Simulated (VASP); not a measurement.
Set up this calculation in VASP 6.6.1, as the native input.

```
Task                   : single point
Functional             : PBE
Potentials or basis    : VASP PAW PBE potentials, release 64 (Te, Pt)
Cutoff                 : 520 eV
k mesh                 : 4 × 4 × 4
Occupations            : gaussian, width 0.1 eV
Spin                   : no spin polarisation
Dipole correction      : no
Further INCAR settings : ALGO = Normal; EDIFF = 1e-07; NBANDS = 22
```

The structure of Te3Pt lies in POSCAR:

```
Te3Pt
1.0
    4.6223820815      0.0000000000      0.0000000000
    0.0000000000      4.6223820815      0.0000000000
    0.0000000000      0.0000000000      4.6223820815
Te Pt
3 1
Direct
    0.0000000000      0.5000000000      0.5000000000
    0.5000000000      0.0000000000      0.5000000000
    0.5000000000      0.5000000000      0.0000000000
    0.0000000000      0.0000000000      0.0000000000
```

One way to write it, as run:

INCAR

```
SYSTEM = Te3Pt
PREC = Accurate ; ENCUT = 520
EDIFF = 1E-7 ; ISMEAR = 0
SIGMA = 0.1 ; LREAL = .False.
LASPH = .True. ; NELM = 100
ALGO = Normal ; ISIF = 2
LWAVE = .False. ; LCHARG = .False.
GGA = PE ; NBANDS = 22
```

KPOINTS

```
Automatic mesh
0
Gamma
  4 4 4
  0 0 0
```

Potentials or basis: VASP PAW PBE potentials, release 64 (Te, Pt).

Run with:

```console
$ cat potpaw_PBE.64/Te/POTCAR potpaw_PBE.64/Pt/POTCAR > POTCAR
$ mpirun -np 1 vasp_std > vasp.out
```

Results of the run:

| Item | Value |
| --- | --- |
| Pressure | -0.2 GPa |
| Band gap on the k mesh | zero (band 14 reaches 10.83 eV, above the bottom of band 15 at 7.97 eV) |

Caveat: spin-orbit coupling is left out, which moves the levels of the heavy elements.

It took 21 s on 1 thread of Intel(R) Xeon(R) Platinum 8259CL CPU @ 2.50GHz (Skylake/Cascade Lake), on a shared host, peak memory 0.2 GiB.
